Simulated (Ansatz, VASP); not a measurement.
## TiSi in VASP and in Ansatz

Contents of INCAR:

```
SYSTEM = TiSi
PREC = Accurate ; ENCUT = 500
EDIFF = 1E-6 ; ISMEAR = 0
SIGMA = 0.05 ; LREAL = .False.
LASPH = .True. ; NELM = 120
ALGO = Normal ; ISIF = 2
LWAVE = .False. ; LCHARG = .False.
NBANDS = 15 ; GGA_COMPAT = .False.
```

File KPOINTS:

```
Automatic mesh
0
Gamma
  6 6 6
  0 0 0
```

Contents of POSCAR:

```
TiSi
1.0
    0.0000000000      2.4942334446      2.4942334446
    2.4942334446      0.0000000000      2.4942334446
    2.4942334446      2.4942334446      0.0000000000
Ti Si
1 1
Direct
    0.0000000000      0.0000000000      0.0000000000
    0.5000000000      0.5000000000      0.5000000000
```

Input for Ansatz:

```yaml
crystal:
  lattice:
    - [0.0, 2.4942334446, 2.4942334446]
    - [2.4942334446, 0.0, 2.4942334446]
    - [2.4942334446, 2.4942334446, 0.0]
  atoms:
    - { symbol: Ti, position: [0.0, 0.0, 0.0] }
    - { symbol: Si, position: [0.5, 0.5, 0.5] }
basis:
  ecutwfc: 420
kpoints:
  mp_grid: { grid: [6, 6, 6] }
hamiltonian:
  xc: lda
scf:
  occupations: { method: gaussian, width: 0.05 }
output:
  forces: true
  stress: true
  eigenvalues: true
```

Alike in both runs: task single point; functional LDA; k mesh 6 × 6 × 6; occupations gaussian, width 0.05 eV; no spin polarisation.

|  | VASP | Ansatz |
| --- | --- | --- |
| version | VASP 6.6.1 | Ansatz 0.2.0 |
| potentials or method | VASP PAW LDA potentials, release 64 (Ti_sv, Si), cutoff 500 eV | scalar-relativistic, plane waves, PAW |
| valence electrons in the cell | 16 | 16 |

VASP gave:

| Property | Result |
| --- | --- |
| gap on the k mesh at the Fermi level (eV) | none |
| pressure (GPa) | 0.2 |

**Question.** Which values does Ansatz return?

**Answer.** gap on the k mesh at the Fermi level (eV): none; pressure (GPa): 0.0.

LDA's correlation is that of Perdew and Zunger in VASP and of Perdew and Wang (1992) in Ansatz. A gap of «none» marks a metal or a gap that the smearing closes.

The k mesh is coarse, so the values compare programs but aren't converged.
